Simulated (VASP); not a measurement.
PbS:

```
Pb S
1.0
     0.00000    3.02392    3.02392
     3.02392    0.00000    3.02392
     3.02392    3.02392    0.00000
Pb S
1 1
Direct
  0.00000 0.00000 0.00000
  0.50000 0.50000 0.50000
```

Program: VASP 6.6.1. Alike in all runs: task single point; cell as given; cutoff (eV) 520.

Question: Order these runs on this cell by their pressure, lowest first.
A. level LDA; potentials or basis VASP PAW LDA potentials, release 64 (Pb_d, S); spin non-collinear, zero start, SOC; k mesh 8 × 8 × 8; smearing fermi-dirac 0.05 eV
B. level B3LYP5; potentials or basis VASP PAW PBE potentials, release 64 (Pb_d, S); spin off; k mesh 4 × 4 × 4; smearing fermi-dirac 0.05 eV; grid for exact exchange (PRECFOCK) Normal; share of exact exchange 0.2
C. level PBE; potentials or basis VASP PAW PBE potentials, release 64 (Pb_d, S); spin collinear; k mesh 8 × 8 × 8; smearing gaussian 0.02 eV

Answer: A (-5.5 GPa), C (-1.1 GPa), B (0.9 GPa).

Caveats: some runs use coarse meshes; the PAW data sets were made with another functional, which shifts forces and pressure a little (at least some runs); the cell stands under tension (at least some runs).
